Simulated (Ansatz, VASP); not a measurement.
# CaO: VASP beside Ansatz

```xyz
4
Lattice="3.4841 0.0000 0.0000 -1.7420 3.7803 0.0000 0.0000 0.0000 5.0001" Properties=species:S:1:pos:R:3 pbc="T T T"
Ca    0.0000    2.5202    3.7501
Ca    1.7420    1.2601    1.2500
O     0.0000    2.5202    1.2500
O     1.7420    1.2601    3.7501
```

Change from the starting cell: strain +e along x and -e along y -0.1100, strain +e along z and -e/2 along x and y +0.0400.

Alike in both runs: task single point; functional PBE; k mesh 9 × 9 × 6; occupations gaussian, width 0.05 eV; no spin polarisation.

```csv
,VASP,Ansatz
version,VASP 6.6.1,Ansatz 0.2.0
potentials or method,"VASP PAW PBE potentials, release 64 (Ca_sv, O), cutoff 520 eV","scalar-relativistic, plane waves, PAW"
valence electrons in the cell,32,32
```

```tsv
	VASP	Ansatz	Ansatz less VASP
gap on the k mesh at the Fermi level (eV)	3.38	3.39	+0.010
least direct gap on the mesh (eV)	3.38	3.39	+0.010
pressure (GPa)	3.7	3.1	-0.55
traceless stress, the component that is largest in VASP (GPa)	12.81	12.54	-0.273
rms of the force components (eV/Å)	0.684	0.647	-0.0368
```

Atom by atom the forces differ by 0.037 eV/Å (rms over components).
